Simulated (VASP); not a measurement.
# Bi2Se3 (R-3m) in VASP: single point with PBE

Aim: the single point of Bi2Se3 with PBE.

Program: VASP 6.6.1. These are calculated values, not measurements. Logs are shortened: lines on timing, memory, paths and dates and some standing lists are left out, and cuts for length are marked.

### 1 The cell of the first run

Symmetry: R-3m, No. 166, trigonal system. The conventional cell has a = 4.397 Å, b = 4.397 Å, c = 32.867 Å, α = 90.00°, β = 90.00°, γ = 120.00°. Within 4.0 Å of Bi (site symmetry 3m) lie 6 Se at 3.02 to 3.26 Å. Se (site symmetry -3m) has 6 Bi at 3.26 Å and 12 Se at 4.40 to 4.48 Å within 4.5 Å. Within 4.0 Å of Se (site symmetry 3m) lie 3 Bi at 3.02 Å.

### 2 Single point, PBE (strain +0.050 along x and y, +0.050 along z)

The input, INCAR:

```
  ALGO = Normal
  EDIFF = 1E-6
  ENCUT = 520
  GGA = PE
  ISIF = 2
  ISMEAR = 0
  LASPH = T
  LCHARG = F
  LREAL = F
  LWAVE = F
  NBANDS = 32
  NELM = 80
  PREC = Accurate
  SIGMA = 0.05
```

The input, KPOINTS:

```
k-points
0
Gamma
  6 6 6
```

The input, POSCAR:

```
Bi2Se3
1.0
    2.1983393135      1.2692117945     10.9557311256
   -2.1983393135      1.2692117945     10.9557311256
    0.0000000000     -2.5384235889     10.9557311256
Bi Se
2 3
Direct
    0.3955941725      0.3955941725      0.3955941725
    0.6044058275      0.6044058275      0.6044058275
    0.0000000000      0.0000000000      0.0000000000
    0.2210304535      0.2210304535      0.2210304535
    0.7789695465      0.7789695465      0.7789695465
```

Potentials or basis: VASP PAW PBE potentials, release 64 (Bi_d, Se).

Command:

```sh
$ cat potpaw_PBE.64/Bi_d/POTCAR potpaw_PBE.64/Se/POTCAR > POTCAR
$ mpirun -np 1 vasp_std > vasp.out
```

OUTCAR:

```text
EDIFF = 1E-6
   ENCUT = 520
   GGA = PE
   ISIF = 2
   ISMEAR = 0
   LASPH = T
   LREAL = F
   NELM = 80
   PREC = Accurate

 ion  position               nearest neighbor table
   1  0.396  0.396  0.396-   5 3.02   5 3.02   5 3.02   3 3.26   3 3.26   3 3.26
   2  0.604  0.604  0.604-   4 3.02   4 3.02   4 3.02   3 3.26   3 3.26   3 3.26
   3  0.000  0.000  0.000-   2 3.26   2 3.26   1 3.26   1 3.26   2 3.26   1 3.26
   4  0.221  0.221  0.221-   2 3.02   2 3.02   2 3.02
   5  0.779  0.779  0.779-   1 3.02   1 3.02   1 3.02

  LATTYP: Found a trigonal (rhomboedric) cell.
 ALAT       =    11.2459610000
 COS(alpha) =     0.9235766092

  Lattice vectors:

 A1 = (   2.1983393135,   1.2692117945,  10.9557311256)
 A2 = (  -2.1983393135,   1.2692117945,  10.9557311256)
 A3 = (   0.0000000000,  -2.5384235889,  10.9557311256)

Analysis of symmetry for initial positions (statically):
=====================================================================
 Subroutine PRICEL returns:
 Original cell was already a primitive cell.

 Routine SETGRP: Setting up the symmetry group for a
 trigonal (rhombohedral) supercell.

 Subroutine GETGRP returns: Found 12 space group operations
 (whereof 12 operations were pure point group operations)
 out of a pool of 12 trial point group operations.

The static configuration has the point symmetry D_3d.

Analysis of symmetry for dynamics (positions and initial velocities):
=====================================================================
 Subroutine PRICEL returns:
 Original cell was already a primitive cell.

 Routine SETGRP: Setting up the symmetry group for a
 trigonal (rhombohedral) supercell.

 Subroutine GETGRP returns: Found 12 space group operations
 (whereof 12 operations were pure point group operations)
 out of a pool of 12 trial point group operations.

The dynamic configuration has the point symmetry D_3d.

 Subroutine INISYM returns: Found 12 space group operations
 (whereof 12 operations are pure point group operations),
 and found     1 'primitive' translations

----------------------------------------------------------------------------------------

                                     Primitive cell

  volume of cell :     183.4093

  direct lattice vectors                    reciprocal lattice vectors
     2.198339314  1.269211795 10.955731126     0.227444415  0.131315094  0.030425476
    -2.198339314  1.269211795 10.955731126    -0.227444415  0.131315094  0.030425476
     0.000000000 -2.538423589 10.955731126     0.000000000 -0.262630189  0.030425476

  length of vectors
    11.245961000 11.245961000 11.245961000     0.264386697  0.264386697  0.264386697

  position of ions in fractional coordinates (direct lattice)
     0.395594172  0.395594172  0.395594172
     0.604405828  0.604405828  0.604405828
     0.000000000  0.000000000  0.000000000
     0.221030453  0.221030453  0.221030453
     0.778969547  0.778969547  0.778969547

  ion indices of the primitive-cell ions
   primitive index   ion index
                 1           1
                 2           2
                 3           3
                 4           4
                 5           5

----------------------------------------------------------------------------------------

 KPOINTS: k-points

Automatic generation of k-mesh.
 Grid dimensions read from file:
 generate k-points for:    6    6    6

 Generating k-lattice:

  Cartesian coordinates                     Fractional coordinates (reciprocal lattice)
     0.037907403  0.021885849  0.005070913     0.166666667  0.000000000 -0.000000000
    -0.037907403  0.021885849  0.005070913     0.000000000  0.166666667 -0.000000000
     0.000000000 -0.043771698  0.005070913     0.000000000  0.000000000  0.166666667

  Length of vectors
     0.044064450  0.044064450  0.044064450

  Shift w.r.t. Gamma in fractional coordinates (k-lattice)
     0.000000000  0.000000000  0.000000000

 Subroutine IBZKPT returns following result:
 ===========================================

 Found     32 irreducible k-points:

 Following reciprocal coordinates:
            Coordinates               Weight
  0.000000  0.000000  0.000000      1.000000
  0.166667  0.000000  0.000000      6.000000
  0.333333  0.000000  0.000000      6.000000
  0.500000  0.000000  0.000000      3.000000
  0.166667  0.166667  0.000000      6.000000
  0.333333  0.166667  0.000000     12.000000
[... 16 lines left out ...]
  0.500000  0.500000  0.166667      6.000000
 -0.333333  0.500000  0.166667     12.000000
 [... further k-points ...]
   k-points           NKPTS =     32   k-points in BZ     NKDIM =     32   number of bands    NBANDS=     32
   number of dos      NEDOS =    301   number of ions     NIONS =      5
   total plane-waves  NPLWV = 592704
   dimension x,y,z NGX =    84 NGY =   84 NGZ =   84
   dimension x,y,z NGXF=   168 NGYF=  168 NGZF=  168
   ions per type =               2   3
   NGX,Y,Z   is equivalent  to a cutoff of  12.42, 12.42, 12.42 a.u.
   NGXF,Y,Z  is equivalent  to a cutoff of  24.83, 24.83, 24.83 a.u.
 SYSTEM =  unknown system
   PREC   = accura    normal or accurate (medium, high low for compatibility)
   ISTART =      0    job   : 0-new  1-cont  2-samecut
   ICHARG =      2    charge: 1-file 2-atom 10-const
   ISPIN  =      1    spin polarized calculation?
   LNONCOLLINEAR =      F non collinear calculations
   LSORBIT =      F    spin-orbit coupling
   LASPH  =      T    aspherical Exc in radial PAW
   ENCUT  =  520.0 eV  38.22 Ry    6.18 a.u.  20.91 20.91 20.91*2*pi/ulx,y,z
   NELM   =     80;   NELMIN=  2; NELMDL= -5     # of ELM steps
   EDIFF  = 0.1E-05   stopping-criterion for ELM
   LREAL  =      F    real-space projection
   EDIFFG = 0.1E-04   stopping-criterion for IOM
   NSW    =      0    number of steps for IOM
   IBRION =     -1    ionic relax: 0-MD 1-quasi-New 2-CG
   NFREE  =      0    steps in history (QN), initial steepest desc. (CG)
   ISIF   =      2    stress and relaxation
   ISYM   =      2    0-nonsym 1-usesym 2-fastsym
   POTIM  = 0.5000    time-step for ionic-motion
   TEBEG  =    0.0;   TEEND  =   0.0 temperature during run
   PSTRESS=    0.0 pullay stress
   NELECT =      48.0000    total number of electrons
   NUPDOWN=      -1.0000    fix difference up-down
   EMIN   =  10.00;   EMAX   =-10.00  energy-range for DOS
   EFERMI =   0.00;   METHOD = LEGACY
   ISMEAR =     0;   SIGMA  =   0.05  broadening in eV -4-tet -1-fermi 0-gaus
   EFERMI_NEDOS =   21; number of points for ismear=-14 and -15
   IALGO  =     38    algorithm
   IMIX   =      4    mixing-type and parameters
     AMIX     =   0.40;   BMIX     =  1.00
     AMIX_MAG =   1.60;   BMIX_MAG =  1.00
  volume/ion in A,a.u.               =      36.68       247.54
  Fermi-wavevector in a.u.,A,eV,Ry     =   1.047164  1.978853 14.919506  1.096553
  Thomas-Fermi vector in A             =   2.182033
   LORBIT       =      0    0 simple, 1 ext, 2 COOP (PROOUT), +10 PAW based schemes
   GGA     = PE    functional components
   LHFCALC =     F    Hartree Fock is set to
   AEXX    =    0.0000 exact exchange contribution
   IVDW    =     0    specifies the selected vdW correction
   LEPSILON=     F    determine dielectric tensor
   LRPA    =     F    only Hartree local field effects (RPA)
 non-spin polarized calculation
 Gauss-broadening in eV      SIGMA  =   0.05
  energy-cutoff  :      520.00
  volume of cell :      183.41
 maximum number of plane-waves:      4958
   NGX = 41   NGY = 41   NGZ = 41

 number of electron      48.0000004 magnetization

 Free energy of the ion-electron system (eV)
  ---------------------------------------------------
  ext. energy  EPLUGINS =         0.00000000
  ---------------------------------------------------
  free energy    TOTEN  =       -19.75310968 eV

  energy without entropy =      -19.75310968  energy(sigma->0) =      -19.75310968

 E-fermi :   2.1897     XC(G=0):  -8.2583

 val. band max:        1.9772116963   @ k =   0.5000   0.5000   0.3333
 cond. band min:       2.6449089964   @ k =   0.0000   0.0000   0.0000
 fundamental gap:      0.6676973001
 Fermi energy:         2.1897085944

 k-point     1 :       0.0000    0.0000    0.0000
  band No.  band energies     occupation
      1     -20.6624      2.00000
      2     -20.6613      2.00000
      3     -20.6601      2.00000
      4     -20.6601      2.00000
      5     -20.6599      2.00000
      6     -20.6599      2.00000
[... 24 lines left out ...]
     31       8.2437      0.00000
     32       8.5662      0.00000

 k-point     2 :       0.1667    0.0000    0.0000
  band No.  band energies     occupation
      1     -20.6618      2.00000
      2     -20.6612      2.00000
      3     -20.6595      2.00000
      4     -20.6585      2.00000
      5     -20.6576      2.00000
      6     -20.6571      2.00000
[... 24 lines left out ...]
     31       8.0596      0.00000
     32       8.7641      0.00000

 k-point     3 :       0.3333    0.0000    0.0000
  band No.  band energies     occupation
      1     -20.6634      2.00000
      2     -20.6626      2.00000
      3     -20.6567      2.00000
      4     -20.6561      2.00000
      5     -20.6542      2.00000
      6     -20.6542      2.00000
[... 24 lines left out ...]
     31       7.1999      0.00000
     32       8.9971      0.00000

 k-point     4 :       0.5000    0.0000    0.0000
  band No.  band energies     occupation
      1     -20.6644      2.00000
      2     -20.6635      2.00000
      3     -20.6587      2.00000
      4     -20.6570      2.00000
      5     -20.6537      2.00000
      6     -20.6522      2.00000
[... 654 lines left out ...]
     31       7.5550      0.00000
     32       9.2149      0.00000

 k-point    23 :       0.5000    0.5000    0.1667
  band No.  band energies     occupation
      1     -20.6634      2.00000
      2     -20.6626      2.00000
      3     -20.6567      2.00000
      4     -20.6561      2.00000
      5     -20.6542      2.00000
      6     -20.6542      2.00000
[... 24 lines left out ...]
     31       7.2452      0.00000
     32       8.7733      0.00000

 k-point    24 :      -0.3333    0.5000    0.1667
  band No.  band energies     occupation
      1     -20.6610      2.00000
      2     -20.6601      2.00000
      3     -20.6573      2.00000
      4     -20.6566      2.00000
      5     -20.6547      2.00000
      6     -20.6539      2.00000
[... 24 lines left out ...]
     31       7.5971      0.00000
     32       8.9592      0.00000

 [... further k-points ...]

------------------------ aborting loop because EDIFF is reached ----------------------------------------

  FORCE on cell =-STRESS in cart. coord.  units (eV):
  Direction    XX          YY          ZZ          XY          YZ          ZX
  --------------------------------------------------------------------------------------
  -------------------------------------------------------------------------------------
  Total       -6.3846451     -6.3846451     -6.0284705      0.0000000     -0.0000000      0.0000000
  in kB      -55.7732436    -55.7732436    -52.6618708      0.0000000     -0.0000000      0.0000000
  external PRESSURE =     -54.7361193 kB  Pullay stress =       0.0000000 kB

 VOLUME and BASIS-vectors are now :
 -----------------------------------------------------------------------------
  energy-cutoff  :      520.00
  volume of cell :      183.41
      direct lattice vectors                 reciprocal lattice vectors
     2.198339314  1.269211795 10.955731126     0.227444415  0.131315094  0.030425476
    -2.198339314  1.269211795 10.955731126    -0.227444415  0.131315094  0.030425476
     0.000000000 -2.538423589 10.955731126     0.000000000 -0.262630189  0.030425476

 POSITION                                       TOTAL-FORCE (eV/Angst)
 -----------------------------------------------------------------------------------
      0.00000      0.00000     13.00207         0.000000      0.000000      0.316321
      0.00000      0.00000     19.86512         0.000000     -0.000000     -0.316321
      0.00000      0.00000      0.00000         0.000000      0.000000      0.000000
      0.00000      0.00000      7.26465         0.000000      0.000000      0.951585
      0.00000      0.00000     25.60254         0.000000     -0.000000     -0.951585
 -----------------------------------------------------------------------------------
    total drift:                               -0.000000     -0.000000      0.000000

  FREE ENERGIE OF THE ION-ELECTRON SYSTEM (eV)
  ---------------------------------------------------
  free  energy   TOTEN  =       -19.7531096766 eV

  energy  without entropy=      -19.7531096766  energy(sigma->0) =      -19.75310968
```

Run time: 31 min. Hardware: 1 thread of Intel Xeon 8259CL, shared host; peak memory 1.1 GiB.

What came out:

```yaml
Free_energy: -19.7531 eV
Pressure: -5.5 GPa
Largest_force: 0.952 eV/Å
Band_gap_on_the_k_mesh: 0.67 eV (least direct gap 0.69 eV)
```

Forces in eV/Å, atoms in the order of the input:
```
Bi   0.000  0.000  0.316
Bi   0.000  0.000 -0.316
Se   0.000  0.000  0.000
Se   0.000  0.000  0.952
Se   0.000  0.000 -0.952
```

Stress tensor (GPa, compression positive):
```
-5.58  0.00  0.00
 0.00 -5.58  0.00
 0.00  0.00 -5.27
```

Caveat: the cell differs from its parent crystal (strain +0.050 along x and y, +0.050 along z); the cell stands under tension; spin-orbit coupling is left out, which moves the levels of the heavy elements. A k mesh can miss the band edges.
